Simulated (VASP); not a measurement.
Set up this calculation in VASP 6.6.1, as the native input.

```yaml
Task: single point
Functional: RPBE
Potentials_or_basis: VASP PAW PBE potentials, release 64 (Ti_sv, S)
Cutoff: 520 eV
k_mesh: 6 × 6 × 6
Occupations: methfessel-paxton, width 0.1 eV
Spin: no spin polarisation
Dipole_correction: no
Further_INCAR_settings: ALGO = Normal; EDIFF = 1e-06; NBANDS = 32
```

The structure of Ti3S2 lies in POSCAR:

```
Ti3S2
1.0
    2.7131139200      1.5664170500      3.2376184000
   -2.7131139200      1.5664170500      3.2376184000
    0.0000000000     -3.1328341100      3.2376184000
Ti S
3 2
Direct
    0.3356550000      0.6643450000      0.0000000000
    0.6643450000      0.0000000000      0.3356550000
    0.0000000000      0.3356550000      0.6643450000
    0.8321610000      0.8321610000      0.8321610000
    0.1678390000      0.1678390000      0.1678390000
```

One way to write it, as run:

INCAR

```
SYSTEM = Ti3S2
ALGO = Normal ; EDIFF = 1E-6
ENCUT = 520 ; GGA = RP
ISIF = 2 ; ISMEAR = 1
LASPH = .True. ; LCHARG = .False.
LREAL = .False. ; LWAVE = .False.
NBANDS = 32 ; NELM = 100
PREC = Accurate ; SIGMA = 0.1
```

KPOINTS

```
k-points
0
Gamma
  6 6 6
  0 0 0
```

Potentials or basis: VASP PAW PBE potentials, release 64 (Ti_sv, S).

Command:

```console
$ cat potpaw_PBE.64/Ti_sv/POTCAR potpaw_PBE.64/S/POTCAR > POTCAR
$ mpirun -np 1 vasp_std > vasp.out
```

It gave:

```yaml
Pressure: 3.2 GPa
Largest_force: 0.075 eV/Å
Band_gap_on_the_k_mesh: zero (band 24 reaches 8.73 eV, above the bottom of band 25 at 8.51 eV)
```

Caveat: the PAW data sets were made with another functional, which shifts forces and pressure a little.

Run time: 85 s on 1 thread of Intel(R) Xeon(R) Platinum 8259CL CPU @ 2.50GHz (Skylake/Cascade Lake), on a shared host, peak memory 0.23 GiB.
